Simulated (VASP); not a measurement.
**Au: single point with r2SCAN**

The system is Au.

```
Au
1.0
     2.71222    0.00000    0.00000
     0.90446    2.55697    0.00000
     0.90446    0.63945    2.47572
Au
1
Direct
  0.00000 0.00000 0.00000
```

```
Program             : VASP 6.6.1
Task                : single point
Functional          : r2SCAN
Potentials or basis : VASP PAW PBE potentials, release 64 (Au)
Cutoff              : 520 eV
k mesh              : 13 × 13 × 13
Occupations         : gaussian, width 0.0425 eV
Spin                : no spin polarisation
```

```json
{"Pressure": "11.3 GPa", "Band gap on the k mesh": "zero (an odd number of electrons rules out a gap without spin polarisation)"}
```

Stress tensor (GPa, compression positive):
```
12.99  3.08  2.39
 3.08 10.81  1.69
 2.39  1.69  9.94
```

Levels at points of the mesh, in eV from the Fermi level:
```
           k point  band 3  band 4  band 5  band 6  band 7  band 8  band 9  band 10
(0.00, 0.00, 0.00)   -6.18   -3.45   -3.00   -3.00   14.74   17.21   17.21    23.96
```

It took 2.8 min on 1 thread of Intel Xeon 8259CL (shared host), peak memory 0.16 GiB.

Caveat: the cell stands under pressure; the PAW data sets were made with another functional, which shifts forces and pressure a little; spin-orbit coupling is left out, which moves the levels of the heavy elements.
